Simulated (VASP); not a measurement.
# Hf in VASP: notebook

Aim: see how the results for Hf move with the level of theory and the settings. Levels: PBE, LDA, PBEsol. Tasks: single point, relaxation of the atoms.

All numbers are computed with VASP 6.6.1; they aren't measurements. Logs are shortened: lines on timing, memory, paths and dates and some standing lists are left out, and cuts for length are marked.

### Step 1. The cell of the first run

The cell holds a sheet with vacuum, 1 atom: a = 2.934 Å, b = 2.934 Å, c = 23.800 Å, α = 90.00°, β = 90.00°, γ = 120.00°.

### Step 2. Single point, PBE

INCAR reads:

```
SYSTEM = Hf
PREC = Accurate
ENCUT = 520
EDIFF = 1E-6
ISMEAR = -1
SIGMA = 0.05
LREAL = .FALSE.
LASPH = .TRUE.
NELM = 100
ALGO = Normal
ISIF = 2
LWAVE = .FALSE.
LCHARG = .TRUE.
LDIPOL = .TRUE.
IDIPOL = 3
DIPOL = 0.5 0.5 0.294
GGA = PE
LELF = .TRUE.
LVHAR = .TRUE.
LVACPOTAV = .TRUE.
NBANDS = 11
```

KPOINTS reads:

```
regular mesh
0
G
  10 10 1
  0 0 0
```

POSCAR reads:

```
Hf
1.0
    2.9335183589      0.0000000000      0.0000000000
   -1.4667591794      2.5405014213      0.0000000000
    0.0000000000      0.0000000000     23.8000000000
Hf
1
Direct
    0.0000000000      0.0000000000      0.2941200000
```

Potentials or basis: VASP PAW PBE potentials, release 64 (Hf_pv).

Run with:

```bash
$ cat potpaw_PBE.64/Hf_pv/POTCAR > POTCAR
$ mpirun -np 1 vasp_std > vasp.out
```

OUTCAR:

```text
SYSTEM = Hf
   PREC = Accurate
   ENCUT = 520
   EDIFF = 1E-6
   ISMEAR = -1
   LREAL = .FALSE.
   LASPH = .TRUE.
   NELM = 100
   ISIF = 2
   GGA = PE

 ion  position               nearest neighbor table
   1  0.000  0.000  0.294-

  LATTYP: Found a hexagonal cell.
 ALAT       =     2.9335183589
 C/A-ratio  =     8.1131246129

  Lattice vectors:

 A1 = (   2.9335183589,   0.0000000000,   0.0000000000)
 A2 = (  -1.4667591794,   2.5405014213,   0.0000000000)
 A3 = (   0.0000000000,   0.0000000000,  23.8000000000)

Analysis of symmetry for initial positions (statically):
=====================================================================
 Subroutine PRICEL returns:
 Original cell was already a primitive cell.

 Routine SETGRP: Setting up the symmetry group for a
 hexagonal supercell.

 Subroutine GETGRP returns: Found 24 space group operations
 (whereof 12 operations were pure point group operations)
 out of a pool of 24 trial point group operations.

The static configuration has the point symmetry C_6v.
 The point group associated with its full space group is D_6h.

Analysis of symmetry for dynamics (positions and initial velocities):
=====================================================================
 Subroutine PRICEL returns:
 Original cell was already a primitive cell.

 Routine SETGRP: Setting up the symmetry group for a
 hexagonal supercell.

 Subroutine GETGRP returns: Found 24 space group operations
 (whereof 12 operations were pure point group operations)
 out of a pool of 24 trial point group operations.

The dynamic configuration has the point symmetry C_6v.
 The point group associated with its full space group is D_6h.

 Subroutine INISYM returns: Found 24 space group operations
 (whereof 12 operations are pure point group operations),
 and found     1 'primitive' translations

----------------------------------------------------------------------------------------

                                     Primitive cell

  volume of cell :     177.3721

  direct lattice vectors                    reciprocal lattice vectors
     2.933518359  0.000000000  0.000000000     0.340887589  0.196811541  0.000000000
    -1.466759179  2.540501421  0.000000000     0.000000000  0.393623082  0.000000000
     0.000000000  0.000000000 23.800000000     0.000000000  0.000000000  0.042016807

  length of vectors
[... 77 lines left out ...]
   POTIM  = 0.5000    time-step for ionic-motion
   TEBEG  =    0.0;   TEEND  =   0.0 temperature during run
   PSTRESS=    0.0 pullay stress
   NELECT =      10.0000    total number of electrons
   NUPDOWN=      -1.0000    fix difference up-down
   EMIN   =  10.00;   EMAX   =-10.00  energy-range for DOS
   EFERMI =   0.00;   METHOD = LEGACY
   ISMEAR =    -1;   SIGMA  =   0.05  broadening in eV -4-tet -1-fermi 0-gaus
   EFERMI_NEDOS =   21; number of points for ismear=-14 and -15
   IALGO  =     38    algorithm
   IMIX   =      4    mixing-type and parameters
     AMIX     =   0.40;   BMIX     =  1.00
     AMIX_MAG =   1.60;   BMIX_MAG =  1.00
  volume/ion in A,a.u.               =     177.37      1196.97
  Fermi-wavevector in a.u.,A,eV,Ry     =   0.627740  1.186256  5.361477  0.394057
  Thomas-Fermi vector in A             =   1.689444
   LORBIT       =      0    0 simple, 1 ext, 2 COOP (PROOUT), +10 PAW based schemes
   GGA     = PE    functional components
   LHFCALC =     F    Hartree Fock is set to
   AEXX    =    0.0000 exact exchange contribution
   IVDW    =     0    specifies the selected vdW correction
   LEPSILON=     F    determine dielectric tensor
   LRPA    =     F    only Hartree local field effects (RPA)
 non-spin polarized calculation
  energy-cutoff  :      520.00
  volume of cell :      177.37
 maximum number of plane-waves:      4889
 NGX is ok and might be reduce to    24
   NGX = 11   NGY = 11   NGZ = 89

 dipolmoment           0.000000      0.000000     -0.000001 electrons x Angstroem

 number of electron      10.0000001 magnetization

 dipolmoment           0.000000      0.000000      0.000001 electrons x Angstroem

 Free energy of the ion-electron system (eV)
  ---------------------------------------------------
  ext. energy  EPLUGINS =         0.00000000
  ---------------------------------------------------
  free energy    TOTEN  =        -7.80058196 eV

  energy without entropy =       -7.77426918  energy(sigma->0) =       -7.78742557

 E-fermi :  -3.1133     XC(G=0):  -2.1789

 val. band max:       -3.1140668468   @ k =   0.3000   0.3000   0.0000
 cond. band min:      -3.0927226973   @ k =   0.2000   0.1000   0.0000
 fundamental gap:      0.0213441496
 Fermi energy:        -3.1132699208

 k-point     1 :       0.0000    0.0000    0.0000
  band No.  band energies     occupation
      1     -33.8813      2.00000
      2     -33.0701      2.00000
      3     -33.0701      2.00000
      4      -8.6600      2.00000
      5      -3.4029      1.99392
      6      -2.8644      0.01368
      7      -1.2962      0.00000
      8      -1.2962      0.00000
      9       0.9253      0.00000
     10       1.1357      0.00000
     11       1.4781      0.00000
[... 169 lines left out ...]
 k-point    14 :       0.3000    0.3000    0.0000
  band No.  band energies     occupation
      1     -34.0278      2.00000
      2     -33.7987      2.00000
      3     -33.6741      2.00000
      4      -3.2368      1.84410
      5      -3.1141      1.00797
      6      -2.6279      0.00012
      7      -2.0172      0.00000
      8      -0.3787      0.00000
      9       4.9708      0.00000
     10       5.0684      0.00000
     11       5.2705      0.00000

------------------------ aborting loop because EDIFF is reached ----------------------------------------

  FORCE on cell =-STRESS in cart. coord.  units (eV):
  Direction    XX          YY          ZZ          XY          YZ          ZX
  --------------------------------------------------------------------------------------
  -------------------------------------------------------------------------------------
  Total       -0.3320191     -0.3320191     -0.0031563     -0.0000000      0.0000000      0.0000000
  in kB       -2.9990824     -2.9990824     -0.0285105     -0.0000000      0.0000000      0.0000000
  external PRESSURE =      -2.0088918 kB  Pullay stress =       0.0000000 kB

 VOLUME and BASIS-vectors are now :
 -----------------------------------------------------------------------------
  energy-cutoff  :      520.00
  volume of cell :      177.37
      direct lattice vectors                 reciprocal lattice vectors
     2.933518359  0.000000000  0.000000000     0.340887589  0.196811541  0.000000000
    -1.466759179  2.540501421  0.000000000     0.000000000  0.393623082  0.000000000
     0.000000000  0.000000000 23.800000000     0.000000000  0.000000000  0.042016807

 POSITION                                       TOTAL-FORCE (eV/Angst)
 -----------------------------------------------------------------------------------
      0.00000      0.00000      7.00006        -0.000000      0.000000     -0.000000
 -----------------------------------------------------------------------------------
    total drift:                                0.000000      0.000000      0.000016

  FREE ENERGIE OF THE ION-ELECTRON SYSTEM (eV)
  ---------------------------------------------------
  free  energy   TOTEN  =        -7.8005819644 eV

  energy  without entropy=       -7.7742691795  energy(sigma->0) =       -7.78742557

 vacuum level on the upper side and lower side of the slab         1.237         1.237
```

OSZICAR:

```text
N       E                     dE             d eps       ncg     rms          rms(c)
DAV:   1     0.117633536728E+02    0.11763E+02   -0.52435E+03   420   0.628E+02
DAV:   2    -0.695387841873E+01   -0.18717E+02   -0.17973E+02   502   0.917E+01
DAV:   3    -0.818031375480E+01   -0.12264E+01   -0.11423E+01   455   0.145E+01
[... 14 lines left out ...]
DAV:  18    -0.780056815414E+01   -0.38033E-04   -0.22028E-06   379   0.354E-03    0.104E-03
DAV:  19    -0.780057347449E+01   -0.53203E-05   -0.13663E-07   318   0.794E-04    0.695E-04
DAV:  20    -0.780058066475E+01   -0.71903E-05   -0.44661E-07   307   0.123E-03    0.239E-04
DAV:  21    -0.780058176768E+01   -0.11029E-05   -0.61032E-08   267   0.405E-04    0.139E-04
DAV:  22    -0.780058196436E+01   -0.19668E-06   -0.77330E-09   255   0.188E-04
   1 F= -.78005820E+01 E0= -.77874256E+01  d E =-.263128E-01
```

It took 55 s on 1 thread of AMD EPYC 9R45 (Zen 5), shared host; peak memory 0.26 GiB.

What came out:

- Free energy: -7.8006 eV
- Band gap on the k mesh: zero (band 5 reaches -3.05 eV, above the bottom of band 6 at -3.54 eV)

Levels at points of the mesh, in eV from the Fermi level:
```csv
k point,band 1,band 2,band 3,band 4,band 5,band 6,band 7,band 8,band 9,band 10
"(0.00, 0.00, 0.00)",-30.77,-29.96,-29.96,-5.55,-0.29,0.25,1.82,1.82,4.04,4.25
"(0.50, 0.00, 0.00)",-31.17,-30.58,-30.24,-2.79,-1.01,2.33,2.67,4.01,6.10,7.90
```

Caveat: spin-orbit coupling is left out, which moves the levels of the heavy elements.

### Step 3. Single point, PBE

INCAR reads:

```
ALGO = Normal ; EDIFF = 1E-6
ENCUT = 520 ; GGA = PE
ISIF = 2 ; ISMEAR = -1
LASPH = True ; LCHARG = False
LREAL = False ; LWAVE = False
NBANDS = 11 ; NELM = 100
PREC = Accurate ; SIGMA = 0.05
```

KPOINTS reads:

```
k-points
0
Gamma
  10 10 1
```

POSCAR reads:

```
Hf
1.0
    2.9335200000      0.0000000000      0.0000000000
   -1.4667600000      2.5405000000      0.0000000000
    0.0000000000      0.0000000000     23.8000000000
Hf
1
Direct
    0.0000000000      0.0000000000      0.2941200000
```

Potentials or basis: VASP PAW PBE potentials, release 64 (Hf_pv).

Run with:

```bash
$ cat potpaw_PBE.64/Hf_pv/POTCAR > POTCAR
$ mpirun -np 1 vasp_std > vasp.out
```

Run time: 53 s. Hardware: 1 thread of AMD EPYC 9R45 (Zen 5), shared host; peak memory 0.26 GiB.

It converged, with:

* Free energy: -7.8006 eV
* Band gap on the k mesh: zero (band 5 reaches -3.05 eV, above the bottom of band 6 at -3.54 eV)

Levels at points of the mesh, in eV from the Fermi level:
```csv
k point,band 2,band 3,band 4,band 5,band 6,band 7,band 8,band 9
"(0.00, 0.00, 0.00)",-29.96,-29.96,-5.55,-0.29,0.25,1.82,1.82,4.04
"(0.50, 0.00, 0.00)",-30.58,-30.24,-2.79,-1.01,2.33,2.67,4.01,6.10
```

Caveat: spin-orbit coupling is left out, which moves the levels of the heavy elements.

### Step 4. Single point, LDA

INCAR reads:

```
SYSTEM = Hf
PREC = Accurate
ENCUT = 520
EDIFF = 1E-7
ISMEAR = -1
SIGMA = 0.05
LREAL = .FALSE.
LASPH = .TRUE.
NELM = 60
ALGO = Normal
ISIF = 2
LWAVE = .FALSE.
LCHARG = .FALSE.
LDIPOL = .TRUE.
IDIPOL = 3
DIPOL = 0.5 0.5 0.294
NBANDS = 11
```

KPOINTS reads:

```
regular mesh
0
G
  10 10 1
  0 0 0
```

POSCAR is that of step 3.

Potentials or basis: VASP PAW LDA potentials, release 64 (Hf_pv).

Run with:

```bash
$ cat potpaw_LDA.64/Hf_pv/POTCAR > POTCAR
$ mpirun -np 1 vasp_std > vasp.out
```

OUTCAR:

```text
SYSTEM = Hf
   PREC = Accurate
   ENCUT = 520
   EDIFF = 1E-7
   ISMEAR = -1
   LREAL = .FALSE.
   LASPH = .TRUE.
   NELM = 60
   ISIF = 2

 ion  position               nearest neighbor table
   1  0.000  0.000  0.294-

  LATTYP: Found a hexagonal cell.
 ALAT       =     2.9335200000
 C/A-ratio  =     8.1131200742

  Lattice vectors:

 A1 = (   2.9335200000,   0.0000000000,   0.0000000000)
 A2 = (  -1.4667600000,   2.5405000000,   0.0000000000)
 A3 = (   0.0000000000,   0.0000000000,  23.8000000000)

Analysis of symmetry for initial positions (statically):
=====================================================================
 Subroutine PRICEL returns:
 Original cell was already a primitive cell.

 Routine SETGRP: Setting up the symmetry group for a
 hexagonal supercell.

 Subroutine GETGRP returns: Found 24 space group operations
 (whereof 12 operations were pure point group operations)
 out of a pool of 24 trial point group operations.

The static configuration has the point symmetry C_6v.
 The point group associated with its full space group is D_6h.

[... 165 lines left out ...]
      5      -3.7063      1.99939
      6      -3.0147      0.00638
      7      -1.5377      0.00000
      8      -1.5377      0.00000
      9       0.9136      0.00000
     10       1.1665      0.00000
     11       1.4731      0.00000
[... 169 lines left out ...]
 k-point    14 :       0.3000    0.3000    0.0000
  band No.  band energies     occupation
      1     -34.0619      2.00000
      2     -33.8287      2.00000
      3     -33.6983      2.00000
      4      -3.3900      1.70682
      5      -3.2981      0.96224
      6      -2.7563      0.00004
      7      -2.2116      0.00000
      8      -0.7600      0.00000
      9       4.6790      0.00000
     10       4.8975      0.00000
     11       5.0541      0.00000

------------------------ aborting loop because EDIFF is reached ----------------------------------------

 vacuum level on the upper side and lower side of the slab       (xc-potential included)        -0.009        -0.009

  FORCE on cell =-STRESS in cart. coord.  units (eV):
  Direction    XX          YY          ZZ          XY          YZ          ZX
  --------------------------------------------------------------------------------------
  -------------------------------------------------------------------------------------
  Total       -1.6410146     -1.6410109     -0.0028549      0.0000000      0.0000000     -0.0000000
  in kB      -14.8230584    -14.8230252     -0.0257875      0.0000000      0.0000000     -0.0000000
  external PRESSURE =      -9.8906237 kB  Pullay stress =       0.0000000 kB

 VOLUME and BASIS-vectors are now :
 -----------------------------------------------------------------------------
  energy-cutoff  :      520.00
  volume of cell :      177.37
      direct lattice vectors                 reciprocal lattice vectors
     2.933520000  0.000000000  0.000000000     0.340887398  0.196811651  0.000000000
    -1.466760000  2.540500000  0.000000000     0.000000000  0.393623302  0.000000000
     0.000000000  0.000000000 23.800000000     0.000000000  0.000000000  0.042016807

 POSITION                                       TOTAL-FORCE (eV/Angst)
 -----------------------------------------------------------------------------------
      0.00000      0.00000      7.00006         0.000000     -0.000000      0.000000
 -----------------------------------------------------------------------------------
    total drift:                                0.000000      0.000000      0.000010

  FREE ENERGIE OF THE ION-ELECTRON SYSTEM (eV)
  ---------------------------------------------------
  free  energy   TOTEN  =        -8.4056244854 eV

  energy  without entropy=       -8.3795988211  energy(sigma->0) =       -8.39261165

 vacuum level on the upper side and lower side of the slab         1.213         1.214
```

Run time: 45 s. Hardware: 1 thread of AMD EPYC 9R45 (Zen 5), shared host; peak memory 0.2 GiB.

Results:

```
Free energy            : -8.4056 eV
Band gap on the k mesh : zero (band 5 reaches -3.20 eV, above the bottom of band 6 at -3.71 eV)
```

Levels at points of the mesh, in eV from the Fermi level:
| k point | band 3 | band 4 | band 5 | band 6 | band 7 | band 8 |
| --- | --- | --- | --- | --- | --- | --- |
| (0.00, 0.00, 0.00) | -29.78 | -5.49 | -0.40 | 0.29 | 1.76 | 1.76 |
| (0.50, 0.00, 0.00) | -30.07 | -2.79 | -1.00 | 2.15 | 2.82 | 3.96 |

Caveat: spin-orbit coupling is left out, which moves the levels of the heavy elements.

### Step 5. Single point, PBEsol

INCAR reads:

```
SYSTEM = Hf
  ALGO = Normal
  DIPOL = 0.5 0.5 0.294
  EDIFF = 1E-6
  ENCUT = 520
  GGA = PS
  IDIPOL = 3
  ISIF = 2
  ISMEAR = -1
  LASPH = .True.
  LCHARG = .False.
  LDIPOL = .True.
  LREAL = .False.
  LWAVE = .False.
  NBANDS = 11
  NELM = 60
  PREC = Accurate
  SIGMA = 0.05
```

KPOINTS reads:

```
k-points
0
Gamma
  10 10 1
  0 0 0
```

POSCAR is that of step 4.

Potentials or basis: VASP PAW PBE potentials, release 64 (Hf_pv).

Run with:

```bash
$ cat potpaw_PBE.64/Hf_pv/POTCAR > POTCAR
$ mpirun -np 1 vasp_std > vasp.out
```

Wall time 48 s (1 thread of AMD EPYC 9R45 (Zen 5), shared host); peak memory 0.26 GiB.

It converged, with:

```yaml
Free_energy: -8.2359 eV
Band_gap_on_the_k_mesh: zero (band 5 reaches -3.12 eV, above the bottom of band 6 at -3.62 eV)
```

Levels at points of the mesh, in eV from the Fermi level:
```
           k point  band 1  band 2  band 3  band 4  band 5  band 6  band 7  band 8  band 9  band 10
(0.00, 0.00, 0.00)  -30.73  -29.91  -29.91   -5.56   -0.32    0.26    1.80    1.80    4.16     4.37
(0.50, 0.00, 0.00)  -31.13  -30.54  -30.20   -2.81   -1.00    2.29    2.70    4.01    6.09     7.90
```

Caveat: the PAW data sets were made with another functional, which shifts forces and pressure a little; spin-orbit coupling is left out, which moves the levels of the heavy elements.

### Step 6. Relaxation of the atoms, PBE

INCAR reads:

```
SYSTEM = Hf
ALGO     = Normal         ! electronic algorithm
DIPOL    = 0.5 0.5 0.294
EDIFF    = 1E-6           ! SCF threshold, eV
EDIFFG   = -0.005         ! ionic threshold
ENCUT    = 520            ! plane-wave cutoff, eV
GGA      = PE             ! functional
IBRION   = 2              ! ionic algorithm
IDIPOL   = 3            
ISIF     = 2              ! what is computed and relaxed
ISMEAR   = -1             ! smearing method
LASPH    = .TRUE.         ! aspherical terms in the spheres
LCHARG   = .FALSE.        ! write CHGCAR
LDIPOL   = .TRUE.       
LREAL    = .FALSE.        ! projectors in reciprocal space
LWAVE    = .FALSE.        ! write WAVECAR
NELM     = 80             ! most SCF steps
NSW      = 80             ! ionic steps
PREC     = Accurate       ! precision mode
SIGMA    = 0.05           ! smearing width, eV
```

KPOINTS reads:

```
k-points
0
G
  10 10 1
  0 0 0
```

POSCAR is that of step 5.

Potentials or basis: VASP PAW PBE potentials, release 64 (Hf_pv).

Run with:

```bash
$ cat potpaw_PBE.64/Hf_pv/POTCAR > POTCAR
$ mpirun -np 1 vasp_std > vasp.out
```

Wall time 42 s (1 thread of AMD EPYC 9R45 (Zen 5), shared host); peak memory 0.26 GiB.

It converged, with:

| Property | Result |
| --- | --- |
| Free energy | -7.8006 eV |
| Band gap on the k mesh | zero (band 5 reaches -3.05 eV, above the bottom of band 6 at -3.54 eV) |

Final structure:
```yaml
crystal:
  lattice:
    - [2.93352, 0.00000, 0.00000]
    - [-1.46676, 2.54050, 0.00000]
    - [0.00000, 0.00000, 23.80000]
  atoms:
    - { symbol: Hf, position: [0.00000, 0.00000, 0.29412] }
```

Levels at points of the mesh, in eV from the Fermi level:
| k point | band 1 | band 2 | band 3 | band 4 | band 5 | band 6 | band 7 | band 8 | band 9 |
| --- | --- | --- | --- | --- | --- | --- | --- | --- | --- |
| (0.00, 0.00, 0.00) | -30.77 | -29.96 | -29.96 | -5.55 | -0.29 | 0.25 | 1.82 | 1.82 | 4.04 |
| (0.50, 0.00, 0.00) | -31.17 | -30.58 | -30.24 | -2.79 | -1.01 | 2.33 | 2.67 | 4.01 | 6.10 |

Caveat: the relaxation stopped at its first step, so nothing moved; spin-orbit coupling is left out, which moves the levels of the heavy elements.

### Step 7. The runs side by side

| task | level | potentials or basis | cell | dipole correction | gap on the mesh (eV) |
| --- | --- | --- | --- | --- | --- |
| single point | PBE | VASP PAW PBE potentials, release 64 (Hf_pv) | a = 2.934, b = 2.934, c = 23.800 Å, angles 90.0, 90.0, 120.0°, 1 atom | yes | none |
| single point | PBE | VASP PAW PBE potentials, release 64 (Hf_pv) | a = 2.934, b = 2.934, c = 23.800 Å, angles 90.0, 90.0, 120.0°, 1 atom | no | none |
| single point | LDA | VASP PAW LDA potentials, release 64 (Hf_pv) | a = 2.934, b = 2.934, c = 23.800 Å, angles 90.0, 90.0, 120.0°, 1 atom | yes | none |
| single point | PBEsol | VASP PAW PBE potentials, release 64 (Hf_pv) | a = 2.934, b = 2.934, c = 23.800 Å, angles 90.0, 90.0, 120.0°, 1 atom | yes | none |
| relaxation of the atoms | PBE | VASP PAW PBE potentials, release 64 (Hf_pv) | atoms relaxed from a = 2.934, b = 2.934, c = 23.800 Å, angles 90.0, 90.0, 120.0°, 1 atom | yes | none |

Alike in all rows: no spin polarisation; k mesh 10 × 10 × 1; cutoff (eV) 520; smearing fermi-dirac 0.05 eV.

Caveats: spin-orbit coupling is left out, which moves the levels of the heavy elements; the PAW data sets were made with another functional, which shifts forces and pressure a little (some runs); the relaxation stopped at its first step, so nothing moved (some runs).

Total energies depend on the potentials used, so only differences within one code and one set of settings carry meaning.
